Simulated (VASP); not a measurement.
# BP (F-43m) in VASP: further runs

BP is run at these levels: PBE; tasks: vibrations by perturbation theory.

Program: VASP 6.6.1. These are calculated values, not measurements. Logs are shortened: lines on timing, memory, paths and dates and some standing lists are left out, and cuts for length are marked.

## (1) The cell of the first run

It takes space group F-43m (No. 216, cubic). The conventional cell has a = 4.338 Å, b = 4.338 Å, c = 4.338 Å, α = 90.00°, β = 90.00°, γ = 90.00°. Within 2.5 Å of B (site symmetry -43m) lie 4 P at 1.88 Å. P (site symmetry -43m) has 4 B at 1.88 Å within 2.5 Å.

## (2) Vibrations by perturbation theory, PBE

INCAR

```
PREC     = Accurate       # precision mode
ENCUT    = 520            # plane-wave cutoff, eV
EDIFF    = 1E-8           # SCF threshold, eV
ISMEAR   = 0              # smearing method
SIGMA    = 0.01           # smearing width, eV
LREAL    = F              # projectors in reciprocal space
LASPH    = T              # aspherical terms in the spheres
NELM     = 100            # most SCF steps
ALGO     = Normal         # electronic algorithm
ISIF     = 2              # what is computed and relaxed
LWAVE    = F              # write WAVECAR
LCHARG   = F              # write CHGCAR
GGA      = PE             # functional
NBANDS   = 11             # bands
IBRION   = 8              # ionic algorithm
NSW      = 1              # ionic steps
LEPSILON = T              # dielectric tensor by DFPT
```

KPOINTS

```
regular mesh
0
Gamma
  12 12 12
```

POSCAR

```
BP
1.0
    0.0000000000      2.1691802231      2.1691802231
    2.1691802231      0.0000000000      2.1691802231
    2.1691802231      2.1691802231      0.0000000000
B P
1 1
Direct
    0.0000000000      0.0000000000      0.0000000000
    0.7500000000      0.7500000000      0.7500000000
```

Potentials or basis: VASP PAW PBE potentials, release 64 (B, P).

On the command line:

```bash
$ cat potpaw_PBE.64/B/POTCAR potpaw_PBE.64/P/POTCAR > POTCAR
$ mpirun -np 1 vasp_std > vasp.out
```

OUTCAR:

```text
PREC = Accurate
   ENCUT = 520
   EDIFF = 1E-8
   ISMEAR = 0
   LREAL = F
   LASPH = T
   NELM = 100
   ISIF = 2
   GGA = PE
   IBRION = 8
   NSW = 1
   LEPSILON = T

 ion  position               nearest neighbor table
   1  0.000  0.000  0.000-   2 1.88   2 1.88   2 1.88   2 1.88
   2  0.750  0.750  0.750-   1 1.88   1 1.88   1 1.88   1 1.88

  LATTYP: Found a face centered cubic cell.
 ALAT       =     4.3383604462

  Lattice vectors:

 A1 = (   0.0000000000,   2.1691802231,   2.1691802231)
 A2 = (   2.1691802231,   0.0000000000,   2.1691802231)
 A3 = (   2.1691802231,   2.1691802231,   0.0000000000)

Analysis of symmetry for initial positions (statically):
=====================================================================
 Subroutine PRICEL returns:
 Original cell was already a primitive cell.

 Routine SETGRP: Setting up the symmetry group for a
 face centered cubic supercell.

 Subroutine GETGRP returns: Found 24 space group operations
 (whereof 24 operations were pure point group operations)
 out of a pool of 48 trial point group operations.

The static configuration has the point symmetry T_d .

Analysis of symmetry for dynamics (positions and initial velocities):
=====================================================================
 Subroutine PRICEL returns:
 Original cell was already a primitive cell.

 Routine SETGRP: Setting up the symmetry group for a
 face centered cubic supercell.

 Subroutine GETGRP returns: Found 24 space group operations
 (whereof 24 operations were pure point group operations)
 out of a pool of 48 trial point group operations.

The dynamic configuration has the point symmetry T_d .

 Subroutine INISYM returns: Found 24 space group operations
 (whereof 24 operations are pure point group operations),
 and found     1 'primitive' translations

----------------------------------------------------------------------------------------
[... 566 lines left out ...]
     0.00000  0.00609 13.38107
     0.00000 13.38107  0.00609

 MACROSCOPIC STATIC DIELECTRIC TENSOR (including local field effects in DFT)
 ------------------------------------------------------
           9.211972    -0.000000     0.000000
           0.000000     9.211972     0.000000
          -0.000000    -0.000000     9.211972
 ------------------------------------------------------

 PIEZOELECTRIC TENSOR (including local field effects)  for field in x, y, z        (e  Angst)
          XX          YY          ZZ          XY          YZ          ZX
  --------------------------------------------------------------------------------
  x     0.00000     0.00000    -0.00000    -0.00000    -0.43350    -0.00000
  y    -0.00000     0.00000    -0.00000     0.00000    -0.00000    -0.43350
  z    -0.00000     0.00000    -0.00000    -0.43350     0.00000    -0.00000

 PIEZOELECTRIC TENSOR (including local field effects)  for field in x, y, z        (C/m^2)
          XX          YY          ZZ          XY          YZ          ZX
  --------------------------------------------------------------------------------
  x     0.00000     0.00000    -0.00000    -0.00000    -0.34024    -0.00000
  y    -0.00000     0.00000    -0.00000     0.00000    -0.00000    -0.34024
  z    -0.00000     0.00000    -0.00000    -0.34024     0.00000    -0.00000

 BORN EFFECTIVE CHARGES (including local field effects) (in |e|, cummulative output)
 ---------------------------------------------------------------------------------
 ion    1
    1    -0.94288     0.00000     0.00000
    2     0.00000    -0.94288    -0.00000
    3     0.00000    -0.00000    -0.94288
 ion    2
    1     0.94288     0.00000    -0.00000
    2    -0.00000     0.94288     0.00000
    3     0.00000     0.00000     0.94288

 INTERNAL STRAIN TENSOR FOR ION    2 for displacements in x,y,z  (eV/Angst):
          X           Y           Z          XY          YZ          ZX
  --------------------------------------------------------------------------------
  x     0.00000     0.00000     0.00000     0.00000    13.38107     0.00000
  y     0.00000     0.00000     0.00000     0.00000     0.00000    13.38107
  z     0.00000     0.00000     0.00000    13.38107     0.00000     0.00000

 SECOND DERIVATIVES (NOT SYMMETRIZED)
 ------------------------------------
               1X          1Y          1Z          2X          2Y          2Z
  1X   -24.848244    0.000000    0.000000   24.848244    0.000000    0.000000
  1Y     0.000000  -24.848244    0.000000    0.000000   24.848244    0.000000
  1Z     0.000000    0.000000  -24.848244    0.000000    0.000000   24.848244
  2X    24.841610    0.000000    0.000000  -24.841610    0.000000    0.000000
  2Y     0.000000   24.841610    0.000000    0.000000  -24.841610    0.000000
  2Z     0.000000    0.000000   24.841610    0.000000    0.000000  -24.841610

 Eigenvectors and eigenvalues of the dynamical matrix
 ----------------------------------------------------

   1 f  =   27.527210 THz   172.958563 2PiTHz  918.208898 cm-1   113.843343 meV
             X         Y         Z           dx          dy          dz
      0.000000  0.000000  0.000000     0.861001   -0.000000    0.000000
      3.253770  3.253770  3.253770    -0.508604    0.000000    0.000000
[... 21 lines left out ...]
   6 f/i=    0.001609 THz     0.010111 2PiTHz    0.053678 cm-1     0.006655 meV
             X         Y         Z           dx          dy          dz
      0.000000  0.000000  0.000000    -0.001225    0.063626    0.504607
      3.253770  3.253770  3.253770    -0.002073    0.107710    0.854234

--------------------------------------------------------------------------------------------------------

 MACROSCOPIC STATIC DIELECTRIC TENSOR IONIC CONTRIBUTION
 ------------------------------------------------------
           0.317195    -0.000000    -0.000000
          -0.000000     0.317195     0.000000
          -0.000000     0.000000     0.317195
 ------------------------------------------------------

 ELASTIC MODULI CONTR FROM IONIC RELAXATION (kBar)
 Direction    XX          YY          ZZ          XY          YZ          ZX
 --------------------------------------------------------------------------------
 XX           0.0000      0.0000      0.0000      0.0000      0.0000      0.0000
 YY           0.0000      0.0000      0.0000      0.0000      0.0000      0.0000
 ZZ           0.0000      0.0000      0.0000      0.0000      0.0000      0.0000
 XY           0.0000      0.0000      0.0000   -587.4682      0.0000      0.0000
 YZ           0.0000      0.0000      0.0000      0.0000   -587.4682      0.0000
 ZX           0.0000      0.0000      0.0000      0.0000      0.0000   -587.4682
 --------------------------------------------------------------------------------

 PIEZOELECTRIC TENSOR IONIC CONTR  for field in x, y, z        (C/m^2)
          XX          YY          ZZ          XY          YZ          ZX
  --------------------------------------------------------------------------------
  x     0.00000     0.00000     0.00000    -0.00000     0.40619     0.00000
  y     0.00000     0.00000     0.00000     0.00000    -0.00000     0.40619
  z     0.00000     0.00000     0.00000     0.40619     0.00000     0.00000
```

stdout:

```text
POSCAR found type information on POSCAR B P
 POSCAR found :  2 types and       2 ions
 scaLAPACK will be used
 LDA part: xc-table for (Slater+PW92), standard interpolation
 POSCAR, INCAR and KPOINTS ok, starting setup
 FFT: planning ... GRIDC
 FFT: planning ... GRID_SOFT
 FFT: planning ... GRID
 WAVECAR not read
 entering main loop
[... 23 lines left out ...]
  Direction:   3
 dielectric tensor                  component  3 :     1.382     2.073     9.212
 Linear response DOF=           2
 Linear response progress:
 first order change of Fermi-energy   0.92674E-04
 force on displaced ion       1 direction 1 : -24.848  -0.000  -0.000
 Born effective charge ion    1 direction 1 :  -0.946   0.000   0.000
 Linear response progress:
 first order change of Fermi-energy   0.98229E-04
 force on displaced ion       2 direction 1 : -24.842  -0.000  -0.000
 Born effective charge ion    2 direction 1 :   0.942   0.000   0.000
 Born effective charges drift removed
 Linear response finished
```

It took 6.8 min on 1 thread of Intel Xeon 8259CL, shared host; peak memory 0.27 GiB.

What came out:

| Quantity | Value |
| --- | --- |
| Electronic dielectric tensor (diagonal) | 9.21 |
| Born charges (mean of the diagonal) | B -0.94; P +0.94 e |
| Highest phonon frequency at Γ, LO-TO splitting left out | 918 cm⁻¹ |

Phonon frequencies in cm⁻¹ (negative: imaginary):
| q point | frequencies |
| --- | --- |
| (0.000, 0.000, 0.000) | 0 0 0 918 918 918 |

Electronic dielectric tensor:
```
9.21 0.00 0.00
0.00 9.21 0.00
0.00 0.00 9.21
```

Born effective charge tensors (e):
atom 1, B
```
-0.94  0.00  0.00
 0.00 -0.94  0.00
 0.00  0.00 -0.94
```
atom 2, P
```
0.94 0.00 0.00
0.00 0.94 0.00
0.00 0.00 0.94
```

Caveat: the cell wasn't relaxed at this level first, which shifts response properties.

## (3) Vibrations by perturbation theory, PBE

This run uses another cell than the first one, of 11.99 Å³/atom, 1.175 times its volume.

INCAR

```
  PREC = Accurate
  ENCUT = 520
  EDIFF = 1E-8
  ISMEAR = 0
  SIGMA = 0.01
  LREAL = F
  LASPH = T
  NELM = 100
  ALGO = Normal
  ISIF = 2
  LWAVE = F
  LCHARG = F
  GGA = PE
  IBRION = 8
  NSW = 1
  LEPSILON = T
```

KPOINTS

```
Automatic mesh
0
Gamma
  10 10 10
```

POSCAR

```
BP
1.0
    0.0000000000      2.2888264152      2.2888264152
    2.2888264152      0.0000000000      2.2888264152
    2.2888264152      2.2888264152      0.0000000000
B P
1 1
Direct
    0.0000000000      0.0000000000      0.0000000000
    0.7500000000      0.7500000000      0.7500000000
```

Potentials or basis: VASP PAW PBE potentials, release 64 (B, P).

On the command line:

```bash
$ cat potpaw_PBE.64/B/POTCAR potpaw_PBE.64/P/POTCAR > POTCAR
$ mpirun -np 1 vasp_std > vasp.out
```

OUTCAR:

```text
PREC = Accurate
   ENCUT = 520
   EDIFF = 1E-8
   ISMEAR = 0
   LREAL = F
   LASPH = T
   NELM = 100
   ISIF = 2
   GGA = PE
   IBRION = 8
   NSW = 1
   LEPSILON = T

 ion  position               nearest neighbor table
   1  0.000  0.000  0.000-   2 1.98   2 1.98   2 1.98   2 1.98
   2  0.750  0.750  0.750-   1 1.98   1 1.98   1 1.98   1 1.98

  LATTYP: Found a face centered cubic cell.
 ALAT       =     4.5776528304

  Lattice vectors:

 A1 = (   0.0000000000,   2.2888264152,   2.2888264152)
 A2 = (   2.2888264152,   0.0000000000,   2.2888264152)
 A3 = (   2.2888264152,   2.2888264152,   0.0000000000)

Analysis of symmetry for initial positions (statically):
=====================================================================
 Subroutine PRICEL returns:
 Original cell was already a primitive cell.

[... 562 lines left out ...]
  z     0.00000     0.00000    -0.00000     5.66949     0.00000     0.00000

 SECOND DERIVATIVES (NOT SYMMETRIZED)
 ------------------------------------
               1X          1Y          1Z          2X          2Y          2Z
  1X   -18.075601    0.000000    0.000000   18.075601    0.000000    0.000000
  1Y     0.000000  -18.075601    0.000000    0.000000   18.075601    0.000000
  1Z     0.000000    0.000000  -18.075601    0.000000    0.000000   18.075601
  2X    18.066283    0.000000    0.000000  -18.066283    0.000000    0.000000
  2Y     0.000000   18.066283    0.000000    0.000000  -18.066283    0.000000
  2Z     0.000000    0.000000   18.066283    0.000000    0.000000  -18.066283

 Eigenvectors and eigenvalues of the dynamical matrix
 ----------------------------------------------------

   1 f  =   23.477225 THz   147.511753 2PiTHz  783.115922 cm-1    97.093956 meV
             X         Y         Z           dx          dy          dz
      0.000000  0.000000  0.000000     0.000000   -0.861028    0.000000
      3.433240  3.433240  3.433240    -0.000000    0.508557    0.000000
[... 21 lines left out ...]
   6 f/i=    0.002650 THz     0.016653 2PiTHz    0.088407 cm-1     0.010961 meV
             X         Y         Z           dx          dy          dz
      0.000000  0.000000  0.000000     0.057752   -0.309170    0.399636
      3.433240  3.433240  3.433240     0.097778   -0.523450    0.676616

--------------------------------------------------------------------------------------------------------

 MACROSCOPIC STATIC DIELECTRIC TENSOR IONIC CONTRIBUTION
 ------------------------------------------------------
           0.070113    -0.000000    -0.000000
          -0.000000     0.070113     0.000000
          -0.000000     0.000000     0.070113
 ------------------------------------------------------

 ELASTIC MODULI CONTR FROM IONIC RELAXATION (kBar)
 Direction    XX          YY          ZZ          XY          YZ          ZX
 --------------------------------------------------------------------------------
 XX          -0.0000     -0.0000     -0.0000      0.0000      0.0000     -0.0000
 YY          -0.0000     -0.0000     -0.0000      0.0000      0.0000     -0.0000
 ZZ          -0.0000     -0.0000     -0.0000      0.0000      0.0000     -0.0000
 XY           0.0000      0.0000      0.0000   -127.9121      0.0000      0.0000
 YZ           0.0000      0.0000      0.0000      0.0000   -127.9121      0.0000
 ZX          -0.0000     -0.0000     -0.0000      0.0000      0.0000   -127.9121
 --------------------------------------------------------------------------------

 PIEZOELECTRIC TENSOR IONIC CONTR  for field in x, y, z        (C/m^2)
          XX          YY          ZZ          XY          YZ          ZX
  --------------------------------------------------------------------------------
  x    -0.00000    -0.00000    -0.00000    -0.00000     0.08911    -0.00000
  y     0.00000     0.00000     0.00000     0.00000    -0.00000     0.08911
  z    -0.00000    -0.00000    -0.00000     0.08911    -0.00000     0.00000
```

Run time: 3 min. Hardware: 1 thread of AMD EPYC 7R43 (Zen 3), shared host; peak memory 0.18 GiB.

What came out:

```yaml
Electronic_dielectric_tensor_diagonal: 9.28
Born_charges_mean_of_the_diagonal: B -0.41; P +0.41 e
Highest_phonon_frequency_at_Γ_LO-TO_splitting_left_out: 783 cm⁻¹
```

Phonon frequencies in cm⁻¹ (negative: imaginary):
```csv
q point,frequencies
"(0.000, 0.000, 0.000)",0 0 0 783 783 783
```

Electronic dielectric tensor:
```
9.28 0.00 0.00
0.00 9.28 0.00
0.00 0.00 9.28
```

Born effective charge tensors (e):
atom 1, B
```
-0.41  0.00  0.00
 0.00 -0.41  0.00
 0.00  0.00 -0.41
```
atom 2, P
```
0.41 0.00 0.00
0.00 0.41 0.00
0.00 0.00 0.41
```

Caveat: the cell wasn't relaxed at this level first, which shifts response properties.
